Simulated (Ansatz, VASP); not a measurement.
One calculation of Be3GeO, two programs

INCAR

```
PREC = Accurate
ENCUT = 600
EDIFF = 1E-6
ISMEAR = 0
SIGMA = 0.05
LREAL = False
LASPH = True
NELM = 120
ALGO = Normal
ISIF = 2
LWAVE = False
LCHARG = False
GGA = PE
NBANDS = 21
GGA_COMPAT = False
```

The input KPOINTS:

```
Automatic mesh
0
Gamma
  6 6 6
```

POSCAR

```
Be3GeO
1.0
    3.7000000000      0.0000000000      0.0000000000
    0.0000000000      3.7000000000      0.0000000000
    0.0000000000      0.0000000000      3.7000000000
Ge O Be
1 1 3
Direct
    0.0000000000      0.0000000000      0.0000000000
    0.5000000000      0.5000000000      0.5000000000
    0.5000000000      0.5000000000      0.0000000000
    0.5000000000      0.0000000000      0.5000000000
    0.0000000000      0.5000000000      0.5000000000
```

Input for Ansatz:

```yaml
crystal:
  lattice:
    - [3.7, 0.0, 0.0]
    - [0.0, 3.7, 0.0]
    - [0.0, 0.0, 3.7]
  atoms:
    - { symbol: Ge, position: [0.0, 0.0, 0.0] }
    - { symbol: O, position: [0.5, 0.5, 0.5] }
    - { symbol: Be, position: [0.5, 0.5, 0.0] }
    - { symbol: Be, position: [0.5, 0.0, 0.5] }
    - { symbol: Be, position: [0.0, 0.5, 0.5] }
basis:
  ecutwfc: 420
kpoints:
  mp_grid: { grid: [6, 6, 6] }
hamiltonian:
  xc: pbe
scf:
  occupations: { method: gaussian, width: 0.05 }
output:
  forces: true
  stress: true
  eigenvalues: true
```

Alike in both runs: task single point; functional PBE; k mesh 6 × 6 × 6; occupations gaussian, width 0.05 eV; no spin polarisation.

|  | VASP | Ansatz |
| --- | --- | --- |
| version | VASP 6.6.1 | Ansatz 0.2.0 |
| potentials or method | VASP PAW PBE potentials, release 64 (Ge_d, O, Be), cutoff 600 eV | scalar-relativistic, plane waves, PAW |
| valence electrons in the cell | 26 | 26 |

|  | VASP | Ansatz | Ansatz less VASP |
| --- | --- | --- | --- |
| gap on the k mesh at the Fermi level (eV) | none | none | - |
| pressure (GPa) | -6.1 | -6.1 | 0.00 |

A gap of «none» marks a metal or a gap that the smearing closes. The functional is the same, so the differences come from potentials, cutoffs and numerics.
